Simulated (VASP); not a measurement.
A run of VASP 6.6.1:

INCAR

```
PREC = Accurate
ENCUT = 520
EDIFF = 1E-7
ISMEAR = 0
SIGMA = 0.1
LREAL = Auto
LASPH = True
NELM = 100
ALGO = Fast
ISIF = 2
LWAVE = False
LCHARG = False
GGA = PE
NBANDS = 102
```

Contents of KPOINTS:

```
Automatic mesh
0
Gamma
  5 5 5
```

File POSCAR:

```
Cu
1.0
    3.6298028171      3.6298028171     -3.6298028171
   -3.6298028171     -3.6298028171     -3.6298028171
   -3.6298028171      3.6298028171      3.6298028171
Cu
16
Direct
    0.2500000000      0.7500000000      0.0000000000
    0.5000000000      0.5000000000      0.0000000000
    0.7500000000      0.2500000000      0.0000000000
    0.7500000000      0.7500000000      0.5000000000
    0.0000000000      0.7500000000      0.2500000000
    0.2500000000      0.5000000000      0.2500000000
    0.5000000000      0.2500000000      0.2500000000
    0.7500000000      0.0000000000      0.2500000000
    0.0000000000      0.0000000000      0.0000000000
    0.5000000000      0.7500000000      0.7500000000
    0.7500000000      0.5000000000      0.7500000000
    0.0000000000      0.5000000000      0.5000000000
    0.2500000000      0.2500000000      0.5000000000
    0.5000000000      0.0000000000      0.5000000000
    0.0000000000      0.2500000000      0.7500000000
    0.2500000000      0.0000000000      0.7500000000
```

Potentials or basis: VASP PAW PBE potentials, release 64 (Cu).

Command:

```bash
$ cat potpaw_PBE.64/Cu/POTCAR > POTCAR
$ mpirun -np 1 vasp_std > vasp.out
```

Hardware: 1 thread of AMD EPYC 7R43 64-Core Processor (Zen 3) (shared host).

**Question.** How long does it take, and how much memory?

**Answer.** Wall time 13 min on 1 thread of AMD EPYC 7R43 64-Core Processor (Zen 3), on a shared host, peak memory 0.36 GiB. Counts: scf iterations 17, k points 10.
